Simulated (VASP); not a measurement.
# ZnS (Cm) in VASP: notebook

The runs below take ZnS through single point, with PBE.

All numbers are computed with VASP 6.6.1; they aren't measurements. Logs are shortened: lines on timing, memory, paths and dates and some standing lists are left out, and cuts for length are marked.

## Step 1: The cell of the first run

Symmetry: Cm, No. 8, monoclinic system. The conventional cell has a = 6.625 Å, b = 3.825 Å, c = 9.767 Å, α = 90.00°, β = 106.42°, γ = 90.00°. Within 3.1 Å of Zn (site symmetry m) lie 5 S at 2.34 to 3.07 Å. Within 3.1 Å of Zn (site symmetry m) lie 4 S at 2.34 Å. Zn (site symmetry m) has 4 S at 2.34 Å within 3.1 Å. Within 3.1 Å of S (site symmetry m) lie 5 Zn at 2.34 to 3.07 Å. S (site symmetry m) has 4 Zn at 2.34 Å within 3.1 Å. Within 3.1 Å of S (site symmetry m) lie 4 Zn at 2.34 Å.

## Step 2: Single point, PBE

File INCAR:

```
ALGO     = Normal         # electronic algorithm
EDIFF    = 1E-7           # SCF threshold, eV
ENCUT    = 520            # plane-wave cutoff, eV
GGA      = PE             # functional
ISIF     = 2              # what is computed and relaxed
ISMEAR   = 0              # smearing method
LASPH    = T              # aspherical terms in the spheres
LCHARG   = F              # write CHGCAR
LREAL    = F              # projectors in reciprocal space
LWAVE    = F              # write WAVECAR
NBANDS   = 36             # bands
NELM     = 100            # most SCF steps
PREC     = Accurate       # precision mode
SIGMA    = 0.05           # smearing width, eV
```

File KPOINTS:

```
k-points
0
Gamma
  8 8 3
```

File POSCAR:

```
ZnS
1.0
    2.7046500000     -2.7046500000      0.0000000000
    2.7046500000      0.0000000000     -2.7046500000
    8.5645446900      3.8316776550      3.8316776550
Zn S
3 3
Direct
    0.5937347233      0.5937347233      0.1250333333
   -0.4617986100     -0.4617986100      0.7917000000
    0.0659680567      0.0659680567      0.4583666667
    0.1562597233      0.1562597233      0.8750333333
    0.6840263900      0.6840263900      0.5417000000
    0.2117930567      0.2117930567      0.2083666667
```

Potentials or basis: VASP PAW PBE potentials, release 64 (Zn, S).

Command:

```bash
> cat potpaw_PBE.64/Zn/POTCAR potpaw_PBE.64/S/POTCAR > POTCAR
> mpirun -np 1 vasp_std > vasp.out
```

OUTCAR:

```text
EDIFF = 1E-7
   ENCUT = 520
   GGA = PE
   ISIF = 2
   ISMEAR = 0
   LASPH = T
   LREAL = F
   NELM = 100
   PREC = Accurate

 ion  position               nearest neighbor table
   1  0.594  0.594  0.125-   6 2.34   6 2.34   6 2.34
   2  0.538  0.538  0.792-   4 2.34   4 2.34   5 2.34   4 2.34
   3  0.066  0.066  0.458-   5 2.34   5 2.34   6 2.34   5 2.34
   4  0.156  0.156  0.875-   2 2.34   2 2.34   2 2.34
   5  0.684  0.684  0.542-   3 2.34   3 2.34   2 2.34   3 2.34
   6  0.212  0.212  0.208-   1 2.34   3 2.34   1 2.34   1 2.34

  LATTYP: Found a base centered monoclinic cell.
 ALAT       =     6.6250124328
 B/A-ratio  =     0.5773502692
 C/A-ratio  =     1.4743265886
 COS(beta)  =    -0.2826375128

  Lattice vectors:

 A1 = (   2.7046500000,  -2.7046500000,   0.0000000000)
 A2 = (   2.7046500000,   0.0000000000,  -2.7046500000)
 A3 = (   3.1552446900,   6.5363276550,   6.5363276550)

Analysis of symmetry for initial positions (statically):
=====================================================================
 Subroutine PRICEL returns:
 Original cell was already a primitive cell.

 Routine SETGRP: Setting up the symmetry group for a
 base centered monoclinic supercell.

 Subroutine GETGRP returns: Found  2 space group operations
 (whereof  2 operations were pure point group operations)
 out of a pool of  4 trial point group operations.

The static configuration has the point symmetry C_1h.

Analysis of symmetry for dynamics (positions and initial velocities):
=====================================================================
 Subroutine PRICEL returns:
 Original cell was already a primitive cell.

 Routine SETGRP: Setting up the symmetry group for a
 base centered monoclinic supercell.

 Subroutine GETGRP returns: Found  2 space group operations
 (whereof  2 operations were pure point group operations)
 out of a pool of  4 trial point group operations.

The dynamic configuration has the point symmetry C_1h.

 Subroutine INISYM returns: Found  2 space group operations
 (whereof  2 operations are pure point group operations),
 and found     1 'primitive' translations

----------------------------------------------------------------------------------------

                                     Primitive cell

  volume of cell :     118.7092

  direct lattice vectors                    reciprocal lattice vectors
     2.704650000 -2.704650000  0.000000000     0.087300267 -0.282433340  0.087300267
     2.704650000  0.000000000 -2.704650000     0.087300267  0.087300267 -0.282433340
     8.564544690  3.831677655  3.831677655     0.061622268  0.061622268  0.061622268

  length of vectors
     3.824952711  3.824952711 10.134837594     0.308238973  0.308238973  0.106732899

  position of ions in fractional coordinates (direct lattice)
     0.593734723  0.593734723  0.125033333
     0.538201390  0.538201390  0.791700000
     0.065968057  0.065968057  0.458366667
     0.156259723  0.156259723  0.875033333
     0.684026390  0.684026390  0.541700000
     0.211793057  0.211793057  0.208366667

  ion indices of the primitive-cell ions
   primitive index   ion index
                 1           1
                 2           2
                 3           3
                 4           4
                 5           5
                 6           6

----------------------------------------------------------------------------------------

 KPOINTS: k-points

Automatic generation of k-mesh.
 Grid dimensions read from file:
 generate k-points for:    8    8    3

 Generating k-lattice:

  Cartesian coordinates                     Fractional coordinates (reciprocal lattice)
     0.010912533 -0.035304168  0.010912533     0.125000000  0.000000000  0.000000000
     0.010912533  0.010912533 -0.035304168     0.000000000  0.125000000  0.000000000
     0.020540756  0.020540756  0.020540756     0.000000000  0.000000000  0.333333333

  Length of vectors
     0.038529872  0.038529872  0.035577633

  Shift w.r.t. Gamma in fractional coordinates (k-lattice)
     0.000000000  0.000000000  0.000000000

 Subroutine IBZKPT returns following result:
 ===========================================

 Found     57 irreducible k-points:

 Following reciprocal coordinates:
            Coordinates               Weight
  0.000000  0.000000  0.000000      1.000000
  0.125000  0.000000  0.000000      4.000000
  0.250000  0.000000  0.000000      4.000000
  0.375000  0.000000  0.000000      4.000000
  0.500000  0.000000  0.000000      2.000000
  0.125000  0.125000  0.000000      2.000000
[... 16 lines left out ...]
  0.125000  0.000000  0.333333      4.000000
  0.250000  0.000000  0.333333      4.000000
 [... further k-points ...]
   k-points           NKPTS =     57   k-points in BZ     NKDIM =     57   number of bands    NBANDS=     36
   number of dos      NEDOS =    301   number of ions     NIONS =      6
   total plane-waves  NPLWV =  62720
   dimension x,y,z NGX =    28 NGY =   28 NGZ =   80
   dimension x,y,z NGXF=    56 NGYF=   56 NGZF=  160
   ions per type =               3   3
   NGX,Y,Z   is equivalent  to a cutoff of  12.17, 12.17, 13.12 a.u.
   NGXF,Y,Z  is equivalent  to a cutoff of  24.34, 24.34, 26.25 a.u.
 SYSTEM =  unknown system
   PREC   = accura    normal or accurate (medium, high low for compatibility)
   ISTART =      0    job   : 0-new  1-cont  2-samecut
   ICHARG =      2    charge: 1-file 2-atom 10-const
   ISPIN  =      1    spin polarized calculation?
   LNONCOLLINEAR =      F non collinear calculations
   LSORBIT =      F    spin-orbit coupling
   LASPH  =      T    aspherical Exc in radial PAW
   ENCUT  =  520.0 eV  38.22 Ry    6.18 a.u.   7.11  7.11 18.84*2*pi/ulx,y,z
   NELM   =    100;   NELMIN=  2; NELMDL= -5     # of ELM steps
   EDIFF  = 0.1E-06   stopping-criterion for ELM
   LREAL  =      F    real-space projection
   EDIFFG = 0.1E-05   stopping-criterion for IOM
   NSW    =      0    number of steps for IOM
   IBRION =     -1    ionic relax: 0-MD 1-quasi-New 2-CG
   NFREE  =      0    steps in history (QN), initial steepest desc. (CG)
   ISIF   =      2    stress and relaxation
   ISYM   =      2    0-nonsym 1-usesym 2-fastsym
   POTIM  = 0.5000    time-step for ionic-motion
   TEBEG  =    0.0;   TEEND  =   0.0 temperature during run
   PSTRESS=    0.0 pullay stress
   NELECT =      54.0000    total number of electrons
   NUPDOWN=      -1.0000    fix difference up-down
   EMIN   =  10.00;   EMAX   =-10.00  energy-range for DOS
   EFERMI =   0.00;   METHOD = LEGACY
   ISMEAR =     0;   SIGMA  =   0.05  broadening in eV -4-tet -1-fermi 0-gaus
   EFERMI_NEDOS =   21; number of points for ismear=-14 and -15
   IALGO  =     38    algorithm
   IMIX   =      4    mixing-type and parameters
     AMIX     =   0.40;   BMIX     =  1.00
     AMIX_MAG =   1.60;   BMIX_MAG =  1.00
  volume/ion in A,a.u.               =      19.78       133.51
  Fermi-wavevector in a.u.,A,eV,Ry     =   1.259055  2.379268 21.568210  1.585219
  Thomas-Fermi vector in A             =   2.392634
   LORBIT       =      0    0 simple, 1 ext, 2 COOP (PROOUT), +10 PAW based schemes
   GGA     = PE    functional components
   LHFCALC =     F    Hartree Fock is set to
   AEXX    =    0.0000 exact exchange contribution
   IVDW    =     0    specifies the selected vdW correction
   LEPSILON=     F    determine dielectric tensor
   LRPA    =     F    only Hartree local field effects (RPA)
 non-spin polarized calculation
 Gauss-broadening in eV      SIGMA  =   0.05
  energy-cutoff  :      520.00
  volume of cell :      118.71
 maximum number of plane-waves:      3215
   NGX = 15   NGY = 15   NGZ = 37

 number of electron      53.9999992 magnetization

 Free energy of the ion-electron system (eV)
  ---------------------------------------------------
  ext. energy  EPLUGINS =         0.00000000
  ---------------------------------------------------
  free energy    TOTEN  =       -19.88312327 eV

  energy without entropy =      -19.88312327  energy(sigma->0) =      -19.88312327

 E-fermi :   2.5360     XC(G=0):  -9.6781

 val. band max:        2.2639680472   @ k =   0.0000   0.0000   0.0000
 cond. band min:       3.8060887220   @ k =   0.0000   0.0000   0.0000
 fundamental gap:      1.5421206748
 Fermi energy:         2.5359508172

 k-point     1 :       0.0000    0.0000    0.0000
  band No.  band energies     occupation
      1     -11.1014      2.00000
      2     -10.4566      2.00000
      3      -9.9483      2.00000
      4      -4.5588      2.00000
      5      -4.5504      2.00000
      6      -4.4602      2.00000
[... 28 lines left out ...]
     35       8.8699      0.00000
     36       8.9149      0.00000

 k-point     2 :       0.1250    0.0000    0.0000
  band No.  band energies     occupation
      1     -11.0010      2.00000
      2     -10.3870      2.00000
      3      -9.8604      2.00000
      4      -4.5558      2.00000
      5      -4.5320      2.00000
      6      -4.4374      2.00000
[... 28 lines left out ...]
     35       9.0111      0.00000
     36       9.3860      0.00000

 k-point     3 :       0.2500    0.0000    0.0000
  band No.  band energies     occupation
      1     -10.7400      2.00000
      2     -10.2050      2.00000
      3      -9.6417      2.00000
      4      -4.5444      2.00000
      5      -4.4769      2.00000
      6      -4.3731      2.00000
[... 28 lines left out ...]
     35       9.3791      0.00000
     36       9.8360      0.00000

 k-point     4 :       0.3750    0.0000    0.0000
  band No.  band energies     occupation
      1     -10.4462      2.00000
      2      -9.9985      2.00000
      3      -9.4137      2.00000
      4      -4.5175      2.00000
      5      -4.4292      2.00000
      6      -4.2551      2.00000
[... 28 lines left out ...]
     35      10.0219      0.00000
     36      10.4477      0.00000

 k-point     5 :       0.5000    0.0000    0.0000
  band No.  band energies     occupation
      1     -10.3128      2.00000
      2      -9.9030      2.00000
      3      -9.3172      2.00000
      4      -4.5047      2.00000
      5      -4.4127      2.00000
      6      -4.1914      2.00000
[... 655 lines left out ...]
 k-point    22 :       0.0000    0.0000    0.3333
  band No.  band energies     occupation
      1     -11.0613      2.00000
      2     -10.5661      2.00000
      3      -9.8716      2.00000
      4      -4.5589      2.00000
      5      -4.5510      2.00000
      6      -4.4567      2.00000
[... 28 lines left out ...]
     35       9.0159      0.00000
     36       9.0578      0.00000

 k-point    23 :       0.1250    0.0000    0.3333
  band No.  band energies     occupation
      1     -10.9778      2.00000
      2     -10.4512      2.00000
      3      -9.8155      2.00000
      4      -4.5563      2.00000
      5      -4.5319      2.00000
      6      -4.4339      2.00000
[... 28 lines left out ...]
     35       9.0189      0.00000
     36       9.1916      0.00000

 k-point    24 :       0.2500    0.0000    0.3333
  band No.  band energies     occupation
      1     -10.7366      2.00000
      2     -10.2135      2.00000
      3      -9.6363      2.00000
      4      -4.5476      2.00000
      5      -4.4766      2.00000
      6      -4.3663      2.00000
[... 28 lines left out ...]
     35       9.3511      0.00000
     36       9.8940      0.00000

 [... further k-points ...]
[... 5 lines left out ...]
  --------------------------------------------------------------------------------------
  -------------------------------------------------------------------------------------
  Total        1.0124548      0.0337931      0.0337931      0.2299545      0.7324009      0.2299545
  in kB       13.6647517      0.4560943      0.4560943      3.1036169      9.8849619      3.1036166
  external PRESSURE =       4.8589801 kB  Pullay stress =       0.0000000 kB

 VOLUME and BASIS-vectors are now :
 -----------------------------------------------------------------------------
  energy-cutoff  :      520.00
  volume of cell :      118.71
      direct lattice vectors                 reciprocal lattice vectors
     2.704650000 -2.704650000  0.000000000     0.087300267 -0.282433340  0.087300267
     2.704650000  0.000000000 -2.704650000     0.087300267  0.087300267 -0.282433340
     8.564544690  3.831677655  3.831677655     0.061622268  0.061622268  0.061622268

 POSITION                                       TOTAL-FORCE (eV/Angst)
 -----------------------------------------------------------------------------------
      4.28254     -1.12676     -1.12676        -0.152394      0.029582      0.029582
      9.69184      1.57789      1.57789        -0.104504      0.055876      0.055876
      4.28254      1.57789      1.57789         0.167107      0.139748      0.139748
      8.33952      2.93022      2.93022         0.339944      0.193416      0.193416
      8.33952      0.22557      0.22557        -0.144823     -0.170796     -0.170796
      2.93022      0.22557      0.22557        -0.105329     -0.247826     -0.247826
 -----------------------------------------------------------------------------------
    total drift:                               -0.001311      0.000851      0.000851

  FREE ENERGIE OF THE ION-ELECTRON SYSTEM (eV)
  ---------------------------------------------------
  free  energy   TOTEN  =       -19.8831232709 eV

  energy  without entropy=      -19.8831232709  energy(sigma->0) =      -19.88312327
```

Run time: 3.5 min. Hardware: 1 thread of Intel Xeon Platinum 8259CL at 2.50GHz (Skylake/Cascade Lake), shared host; peak memory 0.35 GiB.

What came out:

```yaml
Free_energy: -19.8831 eV
Pressure: 0.5 GPa
Largest_force: 0.436 eV/Å
Band_gap_on_the_k_mesh: 1.54 eV
```

Forces on the atoms (eV/Å):
```
Zn  -0.152  0.030  0.030
Zn  -0.105  0.056  0.056
Zn   0.167  0.140  0.140
S    0.340  0.193  0.193
S   -0.145 -0.171 -0.171
S   -0.105 -0.248 -0.248
```

Stress tensor (GPa, compression positive):
```
1.37 0.31 0.31
0.31 0.05 0.99
0.31 0.99 0.05
```

Levels at points of the mesh, in eV from the valence-band top:
```
           k point  band 25  band 26  band 27  band 28  band 29  band 30
(0.00, 0.00, 0.00)    -0.18    -0.08     0.00     1.54     3.08     3.41
(0.50, 0.00, 0.00)    -1.59    -1.20    -0.99     1.85     3.65     4.12
(0.50, 0.50, 0.00)    -1.55    -1.21    -0.82     1.96     3.68     4.13
```

Caveat: an odd mesh through Γ misses points on the zone boundary, where band edges can lie.

## Step 3: Single point, PBE

This run uses another cell than the first one, of the same volume but with other edges.

File INCAR:

```
PREC = Accurate
ENCUT = 520
EDIFF = 1E-7
ISMEAR = 0
SIGMA = 0.05
LREAL = F
LASPH = T
NELM = 100
ALGO = Normal
ISIF = 2
LWAVE = F
LCHARG = T
GGA = PE
LELF = T
LVHAR = T
NBANDS = 36
```

File KPOINTS:

```
regular mesh
0
Gamma
  8 8 3
```

File POSCAR:

```
ZnS
1.0
    2.7046500000     -2.7046500000      0.0000000000
    2.7046500000      0.0000000000     -2.7046500000
    9.4662750000      3.3808125000      3.3808125000
Zn S
3 3
Direct
    0.5728916667      0.5728916667      0.1250333333
   -0.5937750000     -0.5937750000      0.7917000000
   -0.0104416667     -0.0104416667      0.4583666667
    0.0103916667      0.0103916667      0.8750333333
    0.5937250000      0.5937250000      0.5417000000
    0.1770583333      0.1770583333      0.2083666667
```

Potentials or basis: VASP PAW PBE potentials, release 64 (Zn, S).

Command:

```bash
> cat potpaw_PBE.64/Zn/POTCAR potpaw_PBE.64/S/POTCAR > POTCAR
> mpirun -np 1 vasp_std > vasp.out
```

Run time: 3.5 min. Hardware: 1 thread of Intel Xeon Platinum 8259CL at 2.50GHz (Skylake/Cascade Lake), shared host; peak memory 0.35 GiB.

Results (log left out):

```
Free energy            : -19.9493 eV
Pressure               : 0.5 GPa
Largest force          : 0.649 eV/Å
Band gap on the k mesh : 1.64 eV
```

Forces on the atoms (eV/Å):
```
Zn   0.197 -0.188 -0.188
Zn   0.130 -0.056 -0.056
Zn   0.142  0.136  0.136
S   -0.099  0.454  0.454
S   -0.180 -0.138 -0.138
S   -0.190 -0.208 -0.208
```

Stress tensor (GPa, compression positive):
```
 0.87  0.99  0.99
 0.99  0.30 -0.81
 0.99 -0.81  0.30
```

Levels at points of the mesh, in eV from the valence-band top:
```tsv
k point	band 24	band 25	band 26	band 27	band 28	band 29	band 30	band 31
(0.00, 0.00, 0.00)	-0.50	-0.14	-0.02	0.00	1.64	3.14	3.45	6.19
(0.50, 0.00, 0.00)	-1.92	-1.54	-1.20	-0.86	2.07	3.73	4.13	4.79
(0.50, 0.50, 0.00)	-1.68	-1.49	-1.14	-1.05	1.91	3.68	4.31	4.68
```

Caveat: an odd mesh through Γ misses points on the zone boundary, where band edges can lie.
